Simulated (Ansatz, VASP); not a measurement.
**TaN in VASP and in Ansatz**

```xyz
2
Lattice="0.0000 1.9794 1.9794 1.9794 0.0000 1.9794 1.9794 1.9794 0.0000" Properties=species:S:1:pos:R:3 pbc="T T T"
Ta    0.0000    0.0000    0.0000
N     1.9794    1.9794    1.9794
```

Change from the starting cell: volume scaled by 0.72, LAPW.

Alike in both runs: task single point; functional PBE; k mesh 15 × 15 × 15; occupations fermi-dirac, width 0.08 eV; no spin polarisation.

|  | VASP | Ansatz |
| --- | --- | --- |
| version | VASP 6.6.1 | Ansatz 0.2.0 |
| potentials or method | VASP PAW PBE potentials, release 64 (Ta_pv, N), cutoff 520 eV | all-electron LAPW, scalar-relativistic |

Ansatz gave:

- pressure (GPa): 219.2

**Question.** Estimate VASP's values.

**Answer.** Pressure (GPa): 226.6.

Both programs put the cell under a high pressure, so it lies far from rest at this level. Ansatz ran all-electron here, and VASP with PAW potentials.

Spin-orbit coupling is off throughout. Noted on VASP's run: the cell as given lies far from equilibrium.
